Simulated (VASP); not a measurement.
# Nb2P3 (P6mm) in VASP: relaxation of cell and atoms with PBE

Aim: the relaxation of cell and atoms of Nb2P3 with PBE.

Everything below comes from runs of VASP 6.6.1. Logs are shortened: lines on timing, memory, paths and dates and some standing lists are left out, and cuts for length are marked.

### 1 The cell of the first run

It takes space group P6mm (No. 183, hexagonal). Conventional cell: a = 4.980 Å, b = 4.980 Å, c = 4.826 Å, α = 90.00°, β = 90.00°, γ = 120.00°. Within 3.1 Å of Nb (site symmetry 3m) lie 3 P at 2.33 Å and 3 Nb at 2.88 Å. Within 3.1 Å of P (site symmetry 2mm) lie 2 Nb at 2.33 Å and 4 P at 2.49 Å.

### 2 Relaxation of cell and atoms, PBE

Contents of INCAR:

```
PREC     = Accurate       # precision mode
ENCUT    = 600            # plane-wave cutoff, eV
EDIFF    = 1E-6           # SCF threshold, eV
ISMEAR   = 0              # smearing method
SIGMA    = 0.1            # smearing width, eV
LREAL    = F              # projectors in reciprocal space
LASPH    = T              # aspherical terms in the spheres
NELM     = 60             # most SCF steps
ALGO     = Normal         # electronic algorithm
ISIF     = 3              # what is computed and relaxed
LWAVE    = F              # write WAVECAR
LCHARG   = F              # write CHGCAR
GGA      = PE             # functional
IBRION   = 2              # ionic algorithm
NSW      = 90             # ionic steps
EDIFFG   = -0.04          # ionic threshold
```

Contents of KPOINTS:

```
Automatic mesh
0
Gamma
  6 6 4
```

Contents of POSCAR:

```
Nb2P3
1.0
    4.9801846950      0.0000000000      0.0000000000
   -2.4900923475      4.3129664614      0.0000000000
    0.0000000000      0.0000000000      4.8260346923
Nb P
2 3
Direct
    0.6666666667      0.3333333333      0.9542463279
    0.3333333333      0.6666666667      0.9542463279
    0.5000000000      0.0000000000      0.3333333333
    0.0000000000      0.5000000000      0.3333333333
    0.5000000000      0.5000000000      0.3333333333
```

Potentials or basis: VASP PAW PBE potentials, release 64 (Nb_sv, P).

Launch:

```
cat potpaw_PBE.64/Nb_sv/POTCAR potpaw_PBE.64/P/POTCAR > POTCAR
mpirun -np 1 vasp_std > vasp.out
```

OUTCAR:

```text
PREC = Accurate
   ENCUT = 600
   EDIFF = 1E-6
   ISMEAR = 0
   LREAL = F
   LASPH = T
   NELM = 60
   ISIF = 3
   GGA = PE
   IBRION = 2
   NSW = 90
   EDIFFG = -0.04

 ion  position               nearest neighbor table
   1  0.667  0.333  0.954-   3 2.33   4 2.33   5 2.33   2 2.88   2 2.88   2 2.88
   2  0.333  0.667  0.954-   3 2.33   4 2.33   5 2.33   1 2.88   1 2.88   1 2.88
   3  0.500  0.000  0.333-   1 2.33   2 2.33   4 2.49   5 2.49   5 2.49   4 2.49
   4  0.000  0.500  0.333-   1 2.33   2 2.33   3 2.49   3 2.49   5 2.49   5 2.49
   5  0.500  0.500  0.333-   1 2.33   2 2.33   3 2.49   3 2.49   4 2.49   4 2.49

  LATTYP: Found a hexagonal cell.
 ALAT       =     4.9801846950
 C/A-ratio  =     0.9690473321

  Lattice vectors:

 A1 = (   4.9801846950,   0.0000000000,   0.0000000000)
 A2 = (  -2.4900923475,   4.3129664614,   0.0000000000)
 A3 = (   0.0000000000,   0.0000000000,   4.8260346923)

Analysis of symmetry for initial positions (statically):
=====================================================================
 Subroutine PRICEL returns:
 Original cell was already a primitive cell.

 Routine SETGRP: Setting up the symmetry group for a
 hexagonal supercell.

 Subroutine GETGRP returns: Found 12 space group operations
 (whereof 12 operations were pure point group operations)
 out of a pool of 24 trial point group operations.

The static configuration has the point symmetry C_6v.

Analysis of symmetry for dynamics (positions and initial velocities):
=====================================================================
 Subroutine PRICEL returns:
 Original cell was already a primitive cell.

 Routine SETGRP: Setting up the symmetry group for a
 hexagonal supercell.

 Subroutine GETGRP returns: Found 12 space group operations
 (whereof 12 operations were pure point group operations)
 out of a pool of 24 trial point group operations.

The dynamic configuration has the point symmetry C_6v.

 Subroutine INISYM returns: Found 12 space group operations
 (whereof 12 operations are pure point group operations),
 and found     1 'primitive' translations

----------------------------------------------------------------------------------------

                                     Primitive cell

  volume of cell :     103.6602

  direct lattice vectors                    reciprocal lattice vectors
     4.980184695  0.000000000  0.000000000     0.200795766  0.115929489  0.000000000
[... 82 lines left out ...]
   ISPIN  =      1    spin polarized calculation?
   LNONCOLLINEAR =      F non collinear calculations
   LSORBIT =      F    spin-orbit coupling
   LASPH  =      T    aspherical Exc in radial PAW
   ENCUT  =  600.0 eV  44.10 Ry    6.64 a.u.   9.95  9.95  9.64*2*pi/ulx,y,z
   NELM   =     60;   NELMIN=  2; NELMDL= -5     # of ELM steps
   EDIFF  = 0.1E-05   stopping-criterion for ELM
   LREAL  =      F    real-space projection
   EDIFFG = -.4E-01   stopping-criterion for IOM
   NSW    =     90    number of steps for IOM
   IBRION =      2    ionic relax: 0-MD 1-quasi-New 2-CG
   NFREE  =      1    steps in history (QN), initial steepest desc. (CG)
   ISIF   =      3    stress and relaxation
   ISYM   =      2    0-nonsym 1-usesym 2-fastsym
   POTIM  = 0.5000    time-step for ionic-motion
   TEBEG  =    0.0;   TEEND  =   0.0 temperature during run
   PSTRESS=    0.0 pullay stress
   NELECT =      41.0000    total number of electrons
   NUPDOWN=      -1.0000    fix difference up-down
   EMIN   =  10.00;   EMAX   =-10.00  energy-range for DOS
   EFERMI =   0.00;   METHOD = LEGACY
   ISMEAR =     0;   SIGMA  =   0.10  broadening in eV -4-tet -1-fermi 0-gaus
   EFERMI_NEDOS =   21; number of points for ismear=-14 and -15
   IALGO  =     38    algorithm
   IMIX   =      4    mixing-type and parameters
     AMIX     =   0.40;   BMIX     =  1.00
     AMIX_MAG =   1.60;   BMIX_MAG =  1.00
  volume/ion in A,a.u.               =      20.73       139.91
  Fermi-wavevector in a.u.,A,eV,Ry     =   1.201708  2.270898 19.648188  1.444101
  Thomas-Fermi vector in A             =   2.337509
   LORBIT       =      0    0 simple, 1 ext, 2 COOP (PROOUT), +10 PAW based schemes
   GGA     = PE    functional components
   LHFCALC =     F    Hartree Fock is set to
   AEXX    =    0.0000 exact exchange contribution
   IVDW    =     0    specifies the selected vdW correction
   LEPSILON=     F    determine dielectric tensor
   LRPA    =     F    only Hartree local field effects (RPA)
 conjugate gradient relaxation of ions
 non-spin polarized calculation
 Gauss-broadening in eV      SIGMA  =   0.10
  energy-cutoff  :      600.00
  volume of cell :      103.66
 maximum number of plane-waves:      3486
 NGX is ok and might be reduce to    40
   NGX = 19   NGY = 19   NGZ = 19

--------------------------------------- Ionic step        1  -------------------------------------------

 number of electron      41.0000002 magnetization

 Free energy of the ion-electron system (eV)
  ---------------------------------------------------
  ext. energy  EPLUGINS =         0.00000000
  ---------------------------------------------------
  free energy    TOTEN  =       -34.29016551 eV

  energy without entropy =      -34.25861305  energy(sigma->0) =      -34.27438928

------------------------ aborting loop because EDIFF is reached ----------------------------------------

  FORCE on cell =-STRESS in cart. coord.  units (eV):
  Direction    XX          YY          ZZ          XY          YZ          ZX
  --------------------------------------------------------------------------------------
  -------------------------------------------------------------------------------------
  Total        5.8266060      5.8266060      1.9004230      0.0000000      0.0000000      0.0000000
  in kB       90.0563348     90.0563348     29.3730401      0.0000000      0.0000000      0.0000000
  external PRESSURE =      69.8285699 kB  Pullay stress =       0.0000000 kB
[... 1249 lines left out ...]
     23      14.2331      0.00000
     24      14.2331      0.00000

[... ionic steps 4 to 24 ...]

--------------------------------------- Ionic step       25  -------------------------------------------

 number of electron      41.0000003 magnetization

------------------------ aborting loop because EDIFF is reached ----------------------------------------
[... 73 lines left out ...]
--------------------------------------- Ionic step       27  -------------------------------------------

 number of electron      41.0000002 magnetization

 Free energy of the ion-electron system (eV)
  ---------------------------------------------------
  ext. energy  EPLUGINS =         0.00000000
  ---------------------------------------------------
  free energy    TOTEN  =       -37.32757109 eV

  energy without entropy =      -37.30560160  energy(sigma->0) =      -37.31658635

 E-fermi :   8.2111     XC(G=0): -10.4424

 val. band max:        8.2052971012   @ k =   0.3333   0.1667   0.5000
 cond. band min:       8.2381056683   @ k =   0.1667   0.0000   0.0000
 fundamental gap:      0.0328085671
 Fermi energy:         8.2110811730
[... 597 lines left out ...]
  FREE ENERGIE OF THE ION-ELECTRON SYSTEM (eV)
  ---------------------------------------------------
  free  energy   TOTEN  =       -37.3275710924 eV

  energy  without entropy=      -37.3056016048  energy(sigma->0) =      -37.31658635

 reached required accuracy - stopping structural energy minimisation
```

OSZICAR:

```text
N       E                     dE             d eps       ncg     rms          rms(c)
DAV:   1     0.434052423462E+03    0.43405E+03   -0.22969E+04  1008   0.178E+03
DAV:   2     0.684556816670E+01   -0.42721E+03   -0.42247E+03  1240   0.597E+02
[... 306 lines left out ...]
       N       E                     dE             d eps       ncg     rms          rms(c)
DAV:   1    -0.373275972903E+02   -0.52079E-03   -0.85713E-02  1136   0.270E+00    0.164E-01
DAV:   2    -0.373276960467E+02   -0.98756E-04   -0.70671E-03  1264   0.688E-01    0.727E-02
DAV:   3    -0.373275796873E+02    0.11636E-03   -0.46207E-04  1592   0.175E-01    0.261E-02
DAV:   4    -0.373275708501E+02    0.88372E-05   -0.10138E-04  1936   0.755E-02    0.125E-02
DAV:   5    -0.373275710924E+02   -0.24223E-06   -0.87433E-06  1320   0.185E-02
  27 F= -.37327571E+02 E0= -.37316586E+02  d E =-.493904E-03
```

Wall time 10 min (1 thread of Intel Xeon 6975P-C (Granite Rapids), shared host); peak memory 0.28 GiB.

What came out:

```
Free energy                            : -37.3276 eV
Relaxed volume                         : 19.34 Å³/atom
Relaxed cell                           : a = 5.234 Å, b = 5.234 Å, c = 4.076 Å, α = 90.00°, β = 90.00°, γ = 120.00°
Space group after relaxing (to 0.05 Å) : P6/mmm (No. 191)
Energy gained by relaxing              : 607.5 meV/atom
Ionic steps                            : 27
Pressure after relaxing                : 0.0 GPa
Largest force after relaxing           : 0.035 eV/Å
```

Forces on the atoms (eV/Å):
```
Nb   0.000  0.000  0.035
Nb   0.000  0.000  0.035
P    0.000  0.000 -0.023
P    0.000  0.000 -0.023
P    0.000  0.000 -0.023
```

The path:
```tsv
step	energy change (eV)	largest force (eV/Å)	pressure (GPa)	volume (Å³)
1	0.0000	4.1049	6.98	103.66
2	-0.4750	0.3187	-15.51	117.76
3	-0.8221	0.7258	-8.74	111.19
4	-2.5761	0.9922	-6.02	100.95
5	21.2668	19.8511	196.57	67.56
6	-0.2762	7.3672	16.36	98.82
7	0.1129	3.6339	46.23	83.63
8	-0.7008	7.3502	26.56	91.17
9	-0.6881	6.4783	31.82	88.48
10	-0.8515	5.5574	31.89	88.03
11	-0.9839	3.6630	33.28	87.03
12	-1.1633	3.5378	31.07	87.71
13	-1.6404	3.1622	24.80	89.78
14	-2.3325	2.3788	13.98	93.99
15	-2.8076	1.1128	-1.74	102.72
16	-2.8083	1.1503	-1.28	102.40
17	-2.8258	1.0801	-1.26	102.17
18	-2.8727	0.8852	-1.12	101.49
19	-2.9459	0.6071	-0.59	100.14
20	-3.0040	0.1510	1.55	97.47
21	-3.0057	0.0245	1.05	97.95
22	-3.0210	0.0451	-0.17	98.39
23	-3.0248	0.0983	-1.18	98.77
24	-3.0310	0.0924	-0.80	98.14
25	-3.0365	0.0820	-0.12	97.04
26	-3.0369	0.0781	0.16	96.63
27	-3.0374	0.0347	-0.02	96.70
```

Final structure:
```
Nb P
1.0
     5.23392    0.00000    0.00000
    -2.61696    4.53271    0.00000
     0.00000    0.00000    4.07622
Nb P
2 3
Direct
  0.66667 0.33333 0.88124
  0.33333 0.66667 0.88124
  0.50000 0.00000 0.38201
  0.00000 0.50000 0.38201
  0.50000 0.50000 0.38201
```
